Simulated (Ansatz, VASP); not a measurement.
**Re: VASP beside Ansatz**

INCAR

```
PREC = Accurate
ENCUT = 600
EDIFF = 1E-6
ISMEAR = -1
SIGMA = 0.05
LREAL = F
LASPH = T
NELM = 60
ALGO = Normal
ISIF = 3
LWAVE = F
LCHARG = F
GGA = RE
IVDW = 12
IBRION = 2
NSW = 80
EDIFFG = -0.01
```

KPOINTS

```
Automatic mesh
0
Gamma
  11 11 6
```

POSCAR

```
Re
1.0
    2.7608000000      0.0000000000      0.0000000000
   -1.3804000000      2.3909229348      0.0000000000
    0.0000000000      0.0000000000      4.4582000000
Re
2
Direct
    0.6666666667      0.3333333333      0.7500000000
    0.3333333333      0.6666666667      0.2500000000
```

File input.yaml:

```yaml
crystal:
  lattice:
    - [2.7608, 0.0, 0.0]
    - [-1.3804, 2.3909229348, 0.0]
    - [0.0, 0.0, 4.4582]
  atoms:
    - { symbol: Re, position: [0.6666666667, 0.3333333333, 0.75] }
    - { symbol: Re, position: [0.3333333333, 0.6666666667, 0.25] }
kpoints:
  mp_grid: { grid: [11, 11, 6] }
scf:
  occupations: { method: fermi_dirac, width: 0.05 }
hamiltonian:
  xc: revpbe
  dispersion: d3bj
  pseudopotentials: { kind: all_electron, lapw: { basis_error: 0.001 } }
output:
  forces: true
  stress: true
relax:
  f_tol: 0.01
  max_steps: 60
  cell: {}
```

Alike in both runs: task relaxation of cell and atoms; functional revPBE; dispersion D3(BJ); k mesh 11 × 11 × 6; occupations fermi-dirac, width 0.05 eV; no spin polarisation.

|  | VASP | Ansatz |
| --- | --- | --- |
| version | VASP 6.6.1 | Ansatz 0.2.0 |
| potentials or method | VASP PAW PBE potentials, release 64 (Re), cutoff 600 eV | all-electron LAPW, scalar-relativistic |

```csv
,VASP,Ansatz,Ansatz less VASP
relaxed volume (Å³/atom),14.53,14.54,+0.014
relaxed cell length with the largest relative difference (Å),4.441,4.444,+0.0036
```

VASP's potentials were made for PBE, not for revPBE. Ansatz ran all-electron here, and VASP with PAW potentials.

Spin-orbit coupling is off throughout.
